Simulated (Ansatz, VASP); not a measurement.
Al in VASP and in Ansatz

Contents of POSCAR:

```
Al
1.0
   -1.7367751077      1.7367751077      1.4093992063
    1.7367751077     -1.7367751077      1.4093992063
    1.7367751077      1.7367751077     -1.4093992063
Al
1
Direct
    0.5000000000      0.5000000000      0.0000000000
```

INCAR.step1

```
ALGO = Normal ; EDIFF = 1E-4
ENCUT = 520 ; GGA = PE
ISMEAR = 0 ; LASPH = T
LCHARG = F ; LREAL = F
LWAVE = T ; NBANDS = 8
NELM = 60 ; PREC = Accurate
SIGMA = 0.1
```

Contents of INCAR.step2:

```
ALGO = Normal ; EDIFF = 1E-6
ENCUT = 520 ; ISIF = 2
ISMEAR = 0 ; ISTART = 1
LASPH = T ; LCHARG = F
LMIXTAU = T ; LREAL = F
LWAVE = F ; METAGGA = R2SCAN
NBANDS = 8 ; NELM = 60
PREC = Accurate ; SIGMA = 0.1
```

Contents of KPOINTS:

```
k-points
0
Gamma
  24 24 24
```

Input for Ansatz:

```yaml
crystal:
  lattice:
    - [-1.7367751077, 1.7367751077, 1.4093992063]
    - [1.7367751077, -1.7367751077, 1.4093992063]
    - [1.7367751077, 1.7367751077, -1.4093992063]
  atoms:
    - { symbol: Al, position: [0.5, 0.5, 0.0] }
basis:
  ecutwfc: 500
kpoints:
  mp_grid: { grid: [24, 24, 24] }
  band_path:
    path:
      - [[0.0, 0.0, 0.0], [0.0, 0.0, 0.5], [-0.5, 0.5, 0.5], [0.0, 0.0, 0.0], [0.41463451, 0.41463451, -0.41463451]]
      - [[-0.41463451, 0.58536549, 0.41463451], [-0.5, 0.5, 0.5]]
      - [[0.0, 0.0, 0.5], [0.25, 0.25, 0.25], [0.0, 0.5, 0.0], [0.0, 0.0, 0.0]]
    npoints: 14
hamiltonian:
  xc: r2scan
scf:
  occupations: { method: gaussian, width: 0.1 }
  n_extra_bands: 6
output:
  forces: true
  stress: true
  eigenvalues: true
  populations: true
  dos: { projected: true, de: 0.02, nscf_kmesh: { grid: [29, 29, 29] } }
  bader: true
  write_density: true
  write_potential: true
  elf: true
  volumetric_format: npy
```

Alike in both runs: task single point; functional r2SCAN; k mesh 24 × 24 × 24; occupations gaussian, width 0.1 eV; no spin polarisation.

|  | VASP | Ansatz |
| --- | --- | --- |
| version | VASP 6.6.1 | Ansatz 0.2.0 |
| potentials or method | VASP PAW PBE potentials, release 64 (Al), cutoff 520 eV | scalar-relativistic, plane waves, PAW |
| valence electrons in the cell | 3 | 3 |

VASP gave:

- gap on the k mesh at the Fermi level (eV): none
- pressure (GPa): -3.2
- traceless stress, the component that is largest in VASP (GPa): 0.22

Which values does Ansatz return?

gap on the k mesh at the Fermi level (eV): none; pressure (GPa): -3.0; traceless stress, the component that is largest in VASP (GPa): 0.25.

VASP's potentials were made for PBE, not for r2SCAN. A gap of «none» marks a metal or a gap that the smearing closes. With one functional, cell and mesh, what is left measures potentials, basis and numerics.
